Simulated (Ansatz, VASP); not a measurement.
# One calculation of AlN, two programs

```
Al N
1.0
     4.49190   -0.01137   -0.15615
     0.01137   -4.15771   -0.03705
     0.15615   -0.03705   -4.31969
Al N
4 4
Direct
  0.99585 0.99159 0.00052
  0.50798 0.49965 0.99512
  0.50586 0.99466 0.49966
  0.00020 0.50072 0.50779
  0.75043 0.75891 0.74357
  0.26722 0.25628 0.77130
  0.23751 0.74548 0.23672
  0.73496 0.25271 0.24530
```

Change from the starting cell: all atoms moved at random (sigma 0.06 Å a component), cell strained at random (sigma 0.05).

Alike in both runs: task single point; functional r2SCAN; k mesh 6 × 6 × 6; occupations gaussian, width 0.05 eV; no spin polarisation.

|  | VASP | Ansatz |
| --- | --- | --- |
| version | VASP 6.6.1 | Ansatz 0.2.0 |
| potentials or method | VASP PAW PBE potentials, release 64 (Al, N), cutoff 520 eV | scalar-relativistic, plane waves, PAW |
| valence electrons in the cell | 32 | 32 |

VASP gave:

| Quantity | Value |
| --- | --- |
| gap on the k mesh at the Fermi level (eV) | 3.35 |
| least direct gap on the mesh (eV) | 3.35 |
| pressure (GPa) | 9.0 |
| traceless stress, the component that is largest in VASP (GPa) | 13.85 |
| rms of the force components (eV/Å) | 0.921 |

Task: What did Ansatz give for the same quantities?

Result: gap on the k mesh at the Fermi level (eV): 3.36; least direct gap on the mesh (eV): 3.36; pressure (GPa): 9.3; traceless stress, the component that is largest in VASP (GPa): 13.68; rms of the force components (eV/Å): 0.913.

VASP's potentials were made for PBE, not for r2SCAN. Atom by atom the forces differ by 0.010 eV/Å (rms over components).
